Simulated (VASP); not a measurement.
Here is a VASP 6.6.1 calculation.

File INCAR:

```
ALGO     = Normal         # electronic algorithm
EDIFF    = 1E-6           # SCF threshold, eV
ENCUT    = 520            # plane-wave cutoff, eV
GGA      = PE             # functional
ISIF     = 2              # what is computed and relaxed
ISMEAR   = 0              # smearing method
LASPH    = T              # aspherical terms in the spheres
LCHARG   = F              # write CHGCAR
LREAL    = Auto         
LWAVE    = F              # write WAVECAR
NBANDS   = 46             # bands
NELM     = 80             # most SCF steps
PREC     = Accurate       # precision mode
SIGMA    = 0.05           # smearing width, eV
```

The input KPOINTS:

```
k-points
0
Gamma
  1 1 13
```

Contents of POSCAR:

```
H5C6
1.0
   14.6000000000      0.0000000000      0.0000000000
    0.0000000000     16.8000000000      0.0000000000
    0.0000000000      0.0000000000      2.5363850051
C H
12 10
Direct
    0.5433065749      0.6851410648      0.0000000000
    0.5435041452      0.4730779644      0.0000000000
    0.6286380951      0.5274994145      0.0000000000
    0.4581001160      0.5791112480      0.5000000000
    0.4566417905      0.3661483675      0.5000000000
    0.5433582095      0.6338516325      0.5000000000
    0.5418998840      0.4208887520      0.5000000000
    0.6287553687      0.5790585333      0.5000000000
    0.3712446313      0.4209414667      0.5000000000
    0.3713619049      0.4725005855      1.0000000000
    0.4564958548      0.5269220356      1.0000000000
    0.4566934251      0.3148589352      1.0000000000
    0.6039732329      0.7244506208      0.0000000000
    0.4825999669      0.7243927790      1.0000000000
    0.6904658270      0.4894038002      0.0000000000
    0.3959950726      0.6170646719      0.5000000000
    0.6040049274      0.3829353281      0.5000000000
    0.6906967433      0.6169862236      0.5000000000
    0.3093032567      0.3830137764      0.5000000000
    0.3095341730      0.5105961998      1.0000000000
    0.5174000331      0.2756072210      1.0000000000
    0.3960267671      0.2755493792      1.0000000000
```

Potentials or basis: VASP PAW PBE potentials, release 64 (C, H).

Command:

```console
$ cat potpaw_PBE.64/C/POTCAR potpaw_PBE.64/H/POTCAR > POTCAR
$ mpirun -np 1 vasp_std > vasp.out
```

**Question.** Predict the largest force.

**Answer.** 0.028 eV/Å.

**Question.** Predict the band gap on the k mesh.

**Answer.** 3.90 eV.

Forces on the atoms (eV/Å):
```
C    0.000  0.004  0.000
C    0.003 -0.008  0.000
C   -0.005 -0.001  0.000
C   -0.003  0.009  0.000
C   -0.001  0.013  0.000
C    0.001 -0.013  0.000
C    0.003 -0.009  0.000
C    0.001 -0.001  0.000
C   -0.001  0.001  0.000
C    0.005  0.001  0.000
C   -0.003  0.008  0.000
C    0.000 -0.004  0.000
H    0.020  0.015  0.000
H   -0.020  0.016  0.000
H    0.021 -0.015  0.000
H   -0.023  0.016  0.000
H    0.023 -0.016  0.000
H    0.022  0.017  0.000
H   -0.022 -0.017  0.000
H   -0.021  0.015  0.000
H    0.020 -0.016  0.000
H   -0.020 -0.015  0.000
```
